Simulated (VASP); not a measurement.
Zn: relaxation of cell and atoms with PBE

Zn:

```
Zn
1.0
    -1.59358    1.77662    1.74602
     1.50392   -1.50664    1.38638
     1.54411    1.45717   -1.47605
Zn
1
Direct
  0.00000 0.00000 0.00000
```

* Program: VASP 6.6.1
* Task: relaxation of cell and atoms
* Functional: PBE
* Potentials or basis: VASP PAW PBE potentials, release 64 (Zn)
* Cutoff: 600 eV
* k mesh: 11 × 12 × 12
* Occupations: fermi-dirac, width 0.05 eV
* Spin: no spin polarisation
* Dipole correction: no
* Further INCAR settings: ALGO = Fast; EDIFF = 1e-06; IBRION = 2; EDIFFG = -0.01; NSW = 60; ISIF = 3

| Quantity | Value |
| --- | --- |
| Relaxed volume | 15.51 Å³/atom |
| Relaxed cell | a = 2.797 Å, b = 2.773 Å, c = 2.768 Å, α = 123.92°, β = 97.20°, γ = 108.96° |
| Space group after relaxing (to 0.1 Å) | Immm (No. 71) |
| Energy gained by relaxing | 78.4 meV/atom |
| Ionic steps | 33 |
| Pressure after relaxing | 0.0 GPa |
| Band gap on the k mesh | zero (bands 6 and 7 overlap by 4.66 eV) |

Stress tensor (GPa, compression positive):
```
-0.04 -0.07  0.06
-0.07 -0.02  0.05
 0.06  0.05 -0.08
```

The path:
```
step  energy change (eV)  largest force (eV/Å)  pressure (GPa)  volume (Å³)
   1              0.0000                0.0000            2.28        15.31
   2             -0.0149                0.0000            0.08        15.79
   3             -0.0165                0.0000           -1.50        16.06
   4             -0.0257                0.0000           -1.38        15.83
   5             -0.0382                0.0000            0.76        15.36
   6             -0.0428                0.0000            6.29        14.34
   7             -0.0456                0.0000            4.08        14.74
   8             -0.0481                0.0000            3.34        14.73
   9             -0.0561                0.0000            3.89        14.70
  10             -0.0584                0.0000            5.12        14.61
  11             -0.0613                0.0000            4.92        14.66
  12             -0.0669                0.0000            3.89        14.83
  13             -0.0764                0.0000            0.81        15.34
  14             -0.0774                0.0000            0.40        15.52
  15             -0.0772                0.0000           -0.42        15.73
  16             -0.0775                0.0000           -0.51        15.65
  17             -0.0775                0.0000           -0.20        15.58
  18             -0.0775                0.0000           -0.14        15.57
  19             -0.0777                0.0000           -0.41        15.56
  20             -0.0781                0.0000            0.06        15.53
  21             -0.0779                0.0000            0.17        15.46
  22             -0.0782                0.0000            0.14        15.50
  23             -0.0783                0.0000            0.50        15.52
  24             -0.0783                0.0000           -0.16        15.57
  25             -0.0783                0.0000           -0.42        15.56
  26             -0.0783                0.0000           -0.68        15.54
  27             -0.0783                0.0000           -0.35        15.53
  28             -0.0783                0.0000           -0.23        15.53
  29             -0.0784                0.0000           -0.53        15.51
  30             -0.0783                0.0000            0.12        15.48
  31             -0.0784                0.0000            0.64        15.50
  32             -0.0784                0.0000            0.39        15.51
  33             -0.0784                0.0000           -0.05        15.51
```

Final structure:
```cif
data_structure
_symmetry_space_group_name_H-M 'P 1'
_symmetry_Int_Tables_number 1
_cell_length_a 2.7970
_cell_length_b 2.7726
_cell_length_c 2.7681
_cell_angle_alpha 123.917
_cell_angle_beta 97.204
_cell_angle_gamma 108.956
_cell_volume 15.51
loop_
_atom_site_label
_atom_site_type_symbol
_atom_site_fract_x
_atom_site_fract_y
_atom_site_fract_z
_atom_site_occupancy
Zn1 Zn 0.00000 0.00000 0.00000 1
```

Levels at points of the mesh, in eV from the Fermi level:
| k point | band 2 | band 3 | band 4 | band 5 | band 6 | band 7 | band 8 | band 9 | band 10 |
| --- | --- | --- | --- | --- | --- | --- | --- | --- | --- |
| (0.00, 0.00, 0.00) | -7.85 | -7.62 | -7.34 | -7.24 | -7.04 | 14.64 | 14.95 | 17.65 | 19.28 |
| (0.00, 0.50, 0.00) | -8.11 | -7.11 | -6.85 | -6.77 | -1.25 | 1.27 | 9.01 | 9.73 | 12.81 |
| (0.00, 0.00, 0.50) | -7.90 | -7.32 | -6.91 | -6.78 | -1.91 | 0.27 | 11.26 | 12.33 | 15.09 |
| (0.00, 0.50, 0.50) | -7.63 | -7.39 | -7.17 | -6.83 | -3.27 | -2.47 | 16.99 | 17.69 | 19.19 |

Wall time 34 min on 1 thread of Intel Xeon 8259CL, with other jobs on the host, peak memory 0.35 GiB.
